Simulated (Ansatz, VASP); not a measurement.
# One calculation of BSe, two programs

INCAR

```
ALGO = Normal
EDIFF = 1E-6
ENCUT = 500
GGA = PE
GGA_COMPAT = False
ISIF = 2
ISMEAR = 0
LASPH = True
LCHARG = True
LELF = True
LREAL = False
LVHAR = True
LWAVE = False
NBANDS = 12
NELM = 120
PREC = Accurate
SIGMA = 0.1
```

Contents of KPOINTS:

```
k-points
0
Gamma
  20 20 20
```

POSCAR

```
BSe
1.0
    0.0000000000      2.3524722493      2.3524722493
    2.3524722493      0.0000000000      2.3524722493
    2.3524722493      2.3524722493      0.0000000000
B Se
1 1
Direct
    0.0000000000      0.0000000000      0.0000000000
    0.5000000000      0.5000000000      0.5000000000
```

Input for Ansatz:

```yaml
crystal:
  lattice:
    - [0.0, 2.3524722493, 2.3524722493]
    - [2.3524722493, 0.0, 2.3524722493]
    - [2.3524722493, 2.3524722493, 0.0]
  atoms:
    - { symbol: B, position: [0.0, 0.0, 0.0] }
    - { symbol: Se, position: [0.5, 0.5, 0.5] }
basis:
  ecutwfc: 420
kpoints:
  mp_grid: { grid: [20, 20, 20] }
hamiltonian:
  xc: pbe
scf:
  occupations: { method: gaussian, width: 0.1 }
output:
  forces: true
  eigenvalues: true
  stress: true
```

Alike in both runs: task single point; functional PBE; k mesh 20 × 20 × 20; occupations gaussian, width 0.1 eV; no spin polarisation.

|  | VASP | Ansatz |
| --- | --- | --- |
| version | VASP 6.6.1 | Ansatz 0.2.0 |
| potentials or method | VASP PAW PBE potentials, release 64 (B, Se), cutoff 500 eV | scalar-relativistic, plane waves, PAW |
| valence electrons in the cell | 9 | 19 |

Ansatz gave:

```
gap on the k mesh at the Fermi level (eV) : none
pressure (GPa)                            : 0.0
```

Q: Estimate VASP's values.

A: gap on the k mesh at the Fermi level (eV): none; pressure (GPa): 0.1.

A gap of «none» marks a metal or a gap that the smearing closes. The functional is the same, so the differences come from potentials, cutoffs and numerics. VASP's potentials hold 9 valence electrons a cell and Ansatz's 19, so a difference there can come from the potentials and not from the codes.
